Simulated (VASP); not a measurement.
Write the native input for VASP 6.6.1 that does the following.

| Item | Value |
| --- | --- |
| Task | single point |
| Functional | PBE |
| Potentials or basis | VASP PAW PBE potentials, release 64 (Bi_d, Te) |
| Cutoff | 520 eV |
| k mesh | 12 × 12 × 12 |
| Occupations | gaussian, width 0.15 eV |
| Spin | no spin polarisation |
| Dipole correction | no |
| Further INCAR settings | ALGO = Normal; EDIFF = 1e-06; NBANDS = 18 |

The structure of BiTe lies in POSCAR:

```
BiTe
1.0
    0.0000000000      3.2511939987      3.1754411785
    3.2511939987      0.0000000000      3.1754411785
    3.2511939987      3.2511939987      0.0000000000
Bi Te
1 1
Direct
    0.0203484414      0.0203484414     -0.0203484414
    0.4666737820      0.4666737820      0.5333262180
```

This cell differs from its parent crystal: atoms displaced along a vibrational mode, the cell strained.

The input as run:

INCAR

```
PREC = Accurate
ENCUT = 520
EDIFF = 1E-6
ISMEAR = 0
SIGMA = 0.15
LREAL = F
LASPH = T
NELM = 80
ALGO = Normal
ISIF = 2
LWAVE = F
LCHARG = F
GGA = PE
NBANDS = 18
```

KPOINTS

```
Automatic mesh
0
Gamma
  12 12 12
```

Potentials or basis: VASP PAW PBE potentials, release 64 (Bi_d, Te).

Command:

```bash
$ cat potpaw_PBE.64/Bi_d/POTCAR potpaw_PBE.64/Te/POTCAR > POTCAR
$ mpirun -np 1 vasp_std > vasp.out
```

It gave:

* Pressure: 3.7 GPa
* Largest force: 1.263 eV/Å
* Band gap on the k mesh: zero (an odd number of electrons rules out a gap without spin polarisation)

Caveat: the cell differs from its parent crystal (atoms displaced along a vibrational mode, the cell strained); the stress differs along the axes, from 2 to 7 GPa; spin-orbit coupling is left out, which moves the levels of the heavy elements; forces of over 1 eV/Å act on the atoms, so gaps and moduli don't describe the material at rest.

It took 3.9 min on 1 thread of Intel Xeon 8259CL, with other jobs on the host, peak memory 0.35 GiB.
